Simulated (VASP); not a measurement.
Runs of VASP 6.6.1 on CdSe. The structure is that of space group P6_3/mmc (No. 194), or close to it. The cells are those of the table. 

```tsv
level	cell	k mesh	gap on the mesh (eV)	pressure (GPa)
r2SCAN	a = 3.937, b = 3.937, c = 6.523 Å, angles 90.0, 90.0, 120.0°, 4 atoms	6 × 6 × 4	0.69	(c)
PBE	a = 4.022, b = 4.022, c = 6.629 Å, angles 90.0, 90.0, 120.0°, 4 atoms	6 × 6 × 4	none	2.4
PBE	a = 4.019, b = 4.019, c = 6.659 Å, angles 90.0, 90.0, 120.0°, 4 atoms	12 × 12 × 4	none	2.1
r2SCAN	a = 4.019, b = 4.019, c = 6.659 Å, angles 90.0, 90.0, 120.0°, 4 atoms	6 × 6 × 4	0.52	(a)
r2SCAN	a = 3.979, b = 3.979, c = 6.591 Å, angles 90.0, 90.0, 120.0°, 4 atoms	6 × 6 × 4	(b)	2.7
```

Alike in all rows: task single point; potentials or basis VASP PAW PBE potentials, release 64 (Cd, Se); no spin polarisation; cutoff (eV) 520; smearing fermi-dirac 0.02 eV.

Task: Estimate the missing entries.

Result: (a) 0.4; (b) 0.66; (c) 5.4.

Caveats: semilocal functionals underestimate gaps, and a narrow one can read as zero; the PAW data sets were made with another functional, which shifts forces and pressure a little (at least some runs); the cell stands under pressure (at least some runs).

A k mesh can miss the band edges, and the runs leave out spin-orbit coupling on Cd, Se.

A gap of «none» marks levels without a gap at the run's occupations.
